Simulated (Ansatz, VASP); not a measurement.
## Al3Ga5As8 in VASP and in Ansatz

The input INCAR:

```
SYSTEM = Al3Ga5As8
PREC = Accurate
ENCUT = 520
EDIFF = 1E-6
ISMEAR = 0
SIGMA = 0.02
LREAL = Auto
LASPH = .TRUE.
NELM = 100
ALGO = Normal
ISIF = 2
LWAVE = .FALSE.
LCHARG = .FALSE.
GGA = PS
NBANDS = 71
```

KPOINTS

```
regular mesh
0
G
  4 4 4
  0 0 0
```

POSCAR

```
Al3Ga5As8
1.0
   -5.6657007786      5.6657007786      0.0000000000
   -5.6657007786      0.0000000000      5.6657007786
   -0.0001273209      5.6655734577      5.6655734577
Al Ga As
3 5 8
Direct
    0.0000007506      0.0000007506     -0.0005586599
    0.5005571586      0.0000007506     -0.0005586599
    0.0000007506      0.5005571586     -0.0005586599
   -0.0000766347     -0.0000766347      0.5002299041
    0.5000851422      0.5000851422     -0.0002554266
    0.4999985412     -0.0004029055      0.5004058231
   -0.0004029055      0.4999985412      0.5004058231
    0.4999985412      0.4999985412      0.5004058231
    0.8750141487      0.8750141487      0.3748889618
    0.3750827407      0.8750141487      0.3748889618
    0.8750141487      0.3750827407      0.3748889618
    0.8749918874      0.8749918874      0.8750243378
    0.3749284182      0.3749284182      0.3752147454
    0.3748948825      0.8750175470      0.8751926881
    0.8750175470      0.3748948825      0.8751926881
    0.3748948825      0.3748948825      0.8751926881
```

Input for Ansatz:

```yaml
crystal:
  lattice:
    - [-5.6657007786, 5.6657007786, 0.0]
    - [-5.6657007786, 0.0, 5.6657007786]
    - [-0.0001273209, 5.6655734577, 5.6655734577]
  atoms:
    - { symbol: Al, position: [7.506e-07, 7.506e-07, -0.0005586599] }
    - { symbol: Al, position: [0.5005571586, 7.506e-07, -0.0005586599] }
    - { symbol: Al, position: [7.506e-07, 0.5005571586, -0.0005586599] }
    - { symbol: Ga, position: [-7.66347e-05, -7.66347e-05, 0.5002299041] }
    - { symbol: Ga, position: [0.5000851422, 0.5000851422, -0.0002554266] }
    - { symbol: Ga, position: [0.4999985412, -0.0004029055, 0.5004058231] }
    - { symbol: Ga, position: [-0.0004029055, 0.4999985412, 0.5004058231] }
    - { symbol: Ga, position: [0.4999985412, 0.4999985412, 0.5004058231] }
    - { symbol: As, position: [0.8750141487, 0.8750141487, 0.3748889618] }
    - { symbol: As, position: [0.3750827407, 0.8750141487, 0.3748889618] }
    - { symbol: As, position: [0.8750141487, 0.3750827407, 0.3748889618] }
    - { symbol: As, position: [0.8749918874, 0.8749918874, 0.8750243378] }
    - { symbol: As, position: [0.3749284182, 0.3749284182, 0.3752147454] }
    - { symbol: As, position: [0.3748948825, 0.875017547, 0.8751926881] }
    - { symbol: As, position: [0.875017547, 0.3748948825, 0.8751926881] }
    - { symbol: As, position: [0.3748948825, 0.3748948825, 0.8751926881] }
basis:
  ecutwfc: 420
kpoints:
  mp_grid: { grid: [4, 4, 4] }
  band_path: { path: [VBM, CBM], npoints: 2 }
hamiltonian:
  xc: pbesol
scf:
  occupations: { method: gaussian, width: 0.02 }
output:
  forces: true
  stress: true
  eigenvalues: true
```

Alike in both runs: task single point; functional PBEsol; k mesh 4 × 4 × 4; occupations gaussian, width 0.02 eV; no spin polarisation.

|  | VASP | Ansatz |
| --- | --- | --- |
| version | VASP 6.6.1 | Ansatz 0.2.0 |
| potentials or method | VASP PAW PBE potentials, release 64 (Al, Ga_d, As), cutoff 520 eV | scalar-relativistic, plane waves, PAW |
| valence electrons in the cell | 114 | 194 |

VASP gave:

| Property | Result |
| --- | --- |
| gap on the k mesh at the Fermi level (eV) | 0.75 |
| least direct gap on the mesh (eV) | 0.75 |
| pressure (GPa) | 0.2 |
| rms of the force components (eV/Å) | 0.004 |

Problem. What did Ansatz give for the same quantities?

Solution. gap on the k mesh at the Fermi level (eV): 0.74; least direct gap on the mesh (eV): 0.74; pressure (GPa): 0.0; rms of the force components (eV/Å): 0.001.

VASP's potentials were made for PBE, not for PBEsol. Atom by atom the forces differ by 0.004 eV/Å (rms over components). VASP's potentials hold 114 valence electrons a cell and Ansatz's 194, so a difference there can come from the potentials and not from the codes.
